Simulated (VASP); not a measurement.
Wanted: the native input for a VASP 6.6.1 run.

```yaml
Task: single point
Functional: PBE
Potentials_or_basis: VASP PAW PBE potentials, release 64 (Sn_d, O, Mg)
Cutoff: 520 eV
k_mesh: 6 × 6 × 6
Occupations: fermi-dirac, width 0.02 eV
Spin: no spin polarisation
Dipole_correction: no
Further_INCAR_settings: ALGO = Normal; EDIFF = 1e-06; NBANDS = 21
```

The structure of Mg3SnO lies in POSCAR:

```
Mg3SnO
1.0
    4.2992136046      0.0000000000      0.0000000000
    0.0000000000      4.2992136046      0.0000000000
    0.0000000000      0.0000000000      4.2992136046
Sn O Mg
1 1 3
Direct
    0.0000000000      0.0000000000      0.0000000000
    0.5000000000      0.5000000000      0.5000000000
    0.5000000000      0.5000000000      0.0000000000
    0.5000000000      0.0000000000      0.5000000000
    0.0000000000      0.5000000000      0.5000000000
```

This cell differs from its parent crystal: volume changed by -6%.

One way to write it, as run:

INCAR

```
SYSTEM = Mg3SnO
PREC = Accurate ; ENCUT = 520
EDIFF = 1E-6 ; ISMEAR = -1
SIGMA = 0.02 ; LREAL = .FALSE.
LASPH = .TRUE. ; NELM = 80
ALGO = Normal ; ISIF = 2
LWAVE = .FALSE. ; LCHARG = .FALSE.
GGA = PE ; NBANDS = 21
```

KPOINTS

```
Automatic mesh
0
G
  6 6 6
  0 0 0
```

Potentials or basis: VASP PAW PBE potentials, release 64 (Sn_d, O, Mg).

Launch:

```console
$ cat potpaw_PBE.64/Sn_d/POTCAR potpaw_PBE.64/O/POTCAR potpaw_PBE.64/Mg/POTCAR > POTCAR
$ mpirun -np 1 vasp_std > vasp.out
```

It gave:

The pressure is 4.7 GPa. The band gap on the k mesh is zero (band 13 reaches 6.58 eV, above the bottom of band 14 at 6.32 eV).

Caveat: spin-orbit coupling is left out, which moves the levels of the heavy elements.

It took 38 s on 1 thread of Intel(R) Xeon(R) Platinum 8488C (Sapphire Rapids), with other jobs on the host, peak memory 0.19 GiB.
